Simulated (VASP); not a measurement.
Si (a cell with a defect), 17 atoms in the cell. The cell holds a defect, 17 atoms: a = 7.679 Å, b = 7.679 Å, c = 7.679 Å, α = 60.00°, β = 60.00°, γ = 60.00°. 

```yaml
Program: VASP 6.6.1
Task: single point
Functional: PBE
Potentials_or_basis: VASP PAW PBE potentials, release 64 (Si)
Cutoff: 520 eV
k_mesh: 2 × 2 × 2
Occupations: gaussian, width 0.05 eV
Spin: no spin polarisation
Dipole_correction: no
Further_INCAR_settings: LREAL = Auto; ALGO = Normal; EDIFF = 1e-06; NBANDS = 48
```

Potentials or basis: VASP PAW PBE potentials, release 64 (Si).

The run is started by

```console
$ cat potpaw_PBE.64/Si/POTCAR > POTCAR
$ mpirun -np 1 vasp_std > vasp.out
```

Hardware: 1 thread of Intel(R) Xeon(R) Platinum 8559C (Emerald Rapids), with other jobs on the host.

Problem. How long does it take, and how much memory?

Solution. It took 2.5 min on 1 thread of Intel(R) Xeon(R) Platinum 8559C (Emerald Rapids) (shared host), peak memory 0.46 GiB. Counts: scf iterations 15, k points 8.
